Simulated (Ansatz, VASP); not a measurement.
Sb in VASP and in Ansatz

File INCAR:

```
SYSTEM = Sb
  PREC = Accurate
  ENCUT = 520
  EDIFF = 1E-6
  ISMEAR = -1
  SIGMA = 0.05
  LREAL = .FALSE.
  LASPH = .TRUE.
  NELM = 80
  ALGO = Normal
  ISIF = 2
  LWAVE = .FALSE.
  LCHARG = .FALSE.
  GGA = PS
  NBANDS = 12
```

File KPOINTS:

```
regular mesh
0
G
  9 6 6
  0 0 0
```

POSCAR

```
Sb
1.0
    3.0802022053      0.0000000000      0.0000000000
    0.0000000000      4.2887605540      0.0000000000
   -0.0383890571      0.0000000000      4.3463061600
Sb
2
Direct
    0.0113890000      0.2500000000      0.2411660000
    0.9886110000      0.7500000000      0.7588340000
```

input.yaml

```yaml
crystal:
  lattice:
    - [3.0802022053, 0.0, 0.0]
    - [0.0, 4.288760554, 0.0]
    - [-0.0383890571, 0.0, 4.34630616]
  atoms:
    - { symbol: Sb, position: [0.011389, 0.25, 0.241166] }
    - { symbol: Sb, position: [0.988611, 0.75, 0.758834] }
hamiltonian:
  xc: pbesol
  pseudopotentials: { kind: paw }
kpoints:
  mp_grid: { grid: [9, 6, 6] }
scf:
  occupations: { method: fermi_dirac, width: 0.05 }
output:
  forces: true
  stress: true
  eigenvalues: true
```

Alike in both runs: task single point; functional PBEsol; k mesh 9 × 6 × 6; occupations fermi-dirac, width 0.05 eV; no spin polarisation.

|  | VASP | Ansatz |
| --- | --- | --- |
| version | VASP 6.6.1 | Ansatz 0.2.0 |
| potentials or method | VASP PAW PBE potentials, release 64 (Sb) | Ansatz PAW |
| plane-wave cutoff (eV) | 520 | 420 |
| valence electrons in the cell | 10 | 30 |

Ansatz gave:

```
gap on the k mesh at the Fermi level (eV)                     : none
pressure (GPa)                                                : 0.1
traceless stress, the component that is largest in VASP (GPa) : -0.23
rms of the force components (eV/Å)                            : 0.059
```

Question: What did VASP give for the same quantities?

Answer: gap on the k mesh at the Fermi level (eV): none; pressure (GPa): 0.2; traceless stress, the component that is largest in VASP (GPa): -0.21; rms of the force components (eV/Å): 0.066.

VASP's potentials were made for PBE, not for PBEsol. Atom by atom the forces differ by 0.007 eV/Å (rms over components). A gap of «none» marks a metal or a gap that the smearing closes. VASP's potentials hold 10 valence electrons a cell and Ansatz's 30, so a difference there can come from the potentials and not from the codes.

Spin-orbit coupling is off throughout.
